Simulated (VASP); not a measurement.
Wanted: the native input for a VASP 6.6.1 run.

| Property | Result |
| --- | --- |
| Task | electric field gradients |
| Functional | PBE |
| Potentials or basis | VASP PAW PBE potentials, release 64 (Cd, I, Br) |
| Cutoff | 520 eV |
| k mesh | 3 × 3 × 1 |
| Occupations | fermi-dirac, width 0.01 eV |
| Spin | no spin polarisation |
| Dipole correction | no |
| Further INCAR settings | LREAL = Auto; ALGO = Normal; EDIFF = 1e-08; NBANDS = 180 |

The structure of Cd12I23Br (a cell with a defect) lies in POSCAR:

```
Cd12I23Br
1.0
    8.5774063515      0.0000000000      0.0000000000
   -4.2887031757      7.4282517990      0.0000000000
    0.0000000000      0.0000000000     21.8468462900
Cd I Br
12 23 1
Direct
    0.3333333333      0.1666666667      0.3331202400
    0.3333333333      0.6666666667      0.3331202400
    0.8333333333      0.1666666667      0.3331202400
    0.8333333333      0.6666666667      0.3331202400
    0.1666666667      0.3333333333      0.6668797600
    0.1666666667      0.8333333333      0.6668797600
    0.6666666667      0.3333333333      0.6668797600
    0.6666666667      0.8333333333      0.6668797600
    0.0000000000      0.0000000000      0.0000000000
    0.0000000000      0.5000000000      0.0000000000
    0.5000000000      0.0000000000      0.0000000000
    0.5000000000      0.5000000000      0.0000000000
    0.1666666667      0.3333333333      0.0788668000
    0.1666666667      0.8333333333      0.0788668000
    0.6666666667      0.3333333333      0.0788668000
    0.6666666667      0.8333333333      0.0788668000
    0.1666666667      0.3333333333      0.4116957400
    0.1666666667      0.8333333333      0.4116957400
    0.6666666667      0.3333333333      0.4116957400
    0.6666666667      0.8333333333      0.4116957400
    0.3333333333      0.1666666667      0.9211332000
    0.3333333333      0.6666666667      0.9211332000
    0.8333333333      0.1666666667      0.9211332000
    0.8333333333      0.6666666667      0.9211332000
    0.3333333333      0.1666666667      0.5883042600
    0.3333333333      0.6666666667      0.5883042600
    0.8333333333      0.1666666667      0.5883042600
    0.8333333333      0.6666666667      0.5883042600
    0.0000000000      0.5000000000      0.2543953200
    0.5000000000      0.0000000000      0.2543953200
    0.5000000000      0.5000000000      0.2543953200
    0.0000000000      0.0000000000      0.7456046800
    0.0000000000      0.5000000000      0.7456046800
    0.5000000000      0.0000000000      0.7456046800
    0.5000000000      0.5000000000      0.7456046800
    0.0000000000      0.0000000000      0.2543953200
```

These files were run (other wordings do the same):

INCAR

```
PREC = Accurate
ENCUT = 520
EDIFF = 1E-8
ISMEAR = -1
SIGMA = 0.01
LREAL = Auto
LASPH = True
NELM = 100
ALGO = Normal
ISIF = 2
LWAVE = False
LCHARG = False
GGA = PE
LEFG = True
NBANDS = 180
LUSENCCL = False
```

KPOINTS

```
regular mesh
0
Gamma
  3 3 1
```

Potentials or basis: VASP PAW PBE potentials, release 64 (Cd, I, Br).

Command:

```console
$ cat potpaw_PBE.64/Cd/POTCAR potpaw_PBE.64/I/POTCAR potpaw_PBE.64/Br/POTCAR > POTCAR
$ mpirun -np 1 vasp_std > vasp.out
```

Results of the run:

```json
{"Pressure": "0.5 GPa", "Largest force": "0.601 eV/Å", "Band gap on the k mesh": "2.24 eV", "Largest electric field gradient by atom": "Cd +21.3, +2.5, +2.1 (each value once); I -59.3, -56.8, -57.9, -63.4, -58.2, -59.2, -61.7, -60.4, -69.5, -59.7, -59.5 (each value once); Br -25.8 V/Å²"}
```

Caveat: without QUAD_EFG the Cq values of the log hold for a quadrupole moment of 1 mb, not for the nuclei; spin-orbit coupling is left out, which moves the levels of the heavy elements.

Wall time 2.3 min on 1 × NVIDIA H100 80GB with 1 thread of Intel(R) Xeon(R) Platinum 8481C CPU @ 2.70GHz (Sapphire Rapids), with other jobs on the host, peak memory 2.1 GiB.
